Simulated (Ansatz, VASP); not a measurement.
Two plane-wave programs on LiPb2

```
Li Pb
1.0
     3.61812    0.00000    0.00000
    -1.80906    3.13339    0.00000
     0.00000    0.00000    7.18644
Li Pb
1 2
Direct
  0.00000 0.00000 0.00000
  0.00000 0.00000 0.31735
  0.00000 0.00000 0.68265
```

Alike in both runs: task relaxation of cell and atoms; functional PBE; k mesh 6 × 6 × 4; occupations gaussian, width 0.1 eV; no spin polarisation.

|  | VASP | Ansatz |
| --- | --- | --- |
| version | VASP 6.6.1 | Ansatz 0.2.0 |
| potentials or method | VASP PAW PBE potentials, release 64 (Li_sv, Pb_d), cutoff 750 eV | scalar-relativistic, plane waves, PAW |
| valence electrons in the cell | 31 | 31 |

Ansatz gave:

- gap on the k mesh at the Fermi level, each at its own relaxed structure (eV): none
- relaxed volume (Å³/atom): 29.69
- relaxed length of the cell vector where the two differ most in proportion (Å): 8.857

**Question.** Which values does VASP return?

**Answer.** gap on the k mesh at the Fermi level, each at its own relaxed structure (eV): none; relaxed volume (Å³/atom): 29.78; relaxed length of the cell vector where the two differ most in proportion (Å): 8.869.

A gap of «none» marks a metal or a gap that the smearing closes.

Spin-orbit coupling is off throughout.
